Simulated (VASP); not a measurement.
Write the native input for VASP 6.6.1 that does the following.

```yaml
Task: single point
Functional: PBE
Potentials_or_basis: VASP PAW PBE potentials, release 64 (Se)
Cutoff: 520 eV
k_mesh: 12 × 12 × 8
Occupations: gaussian, width 0.05 eV
Spin: no spin polarisation
Dipole_correction: no
Further_INCAR_settings: ALGO = Normal; EDIFF = 1e-06; NBANDS = 16
```

The structure of Se lies in POSCAR:

```
Se
1.0
    4.3662000000      0.0000000000      0.0000000000
   -2.1831000000      3.7812401200      0.0000000000
    0.0000000000      0.0000000000      4.9536000000
Se
3
Direct
    0.2254000000      0.0000000000      0.3333333300
    0.0000000000      0.2254000000      0.6666666700
    0.7746000000      0.7746000000      0.0000000000
```

These files were run (other wordings do the same):

INCAR

```
SYSTEM = Se
  ALGO = Normal
  EDIFF = 1E-6
  ENCUT = 520
  GGA = PE
  ISIF = 2
  ISMEAR = 0
  LASPH = .True.
  LCHARG = .False.
  LREAL = .False.
  LWAVE = .False.
  NBANDS = 16
  NELM = 80
  PREC = Accurate
  SIGMA = 0.05
```

KPOINTS

```
k-points
0
Gamma
  12 12 8
  0 0 0
```

Potentials or basis: VASP PAW PBE potentials, release 64 (Se).

Launch:

```sh
$ cat potpaw_PBE.64/Se/POTCAR > POTCAR
$ mpirun -np 1 vasp_std > vasp.out
```

It gave:

```json
{"Pressure": "2.9 GPa", "Largest force": "0.434 eV/Å", "Band gap on the k mesh": "1.01 eV, indirect (least direct gap 1.24 eV)"}
```

It took 39 s on 1 thread of Intel(R) Xeon(R) 6975P-C (Granite Rapids) (shared host), peak memory 0.27 GiB.
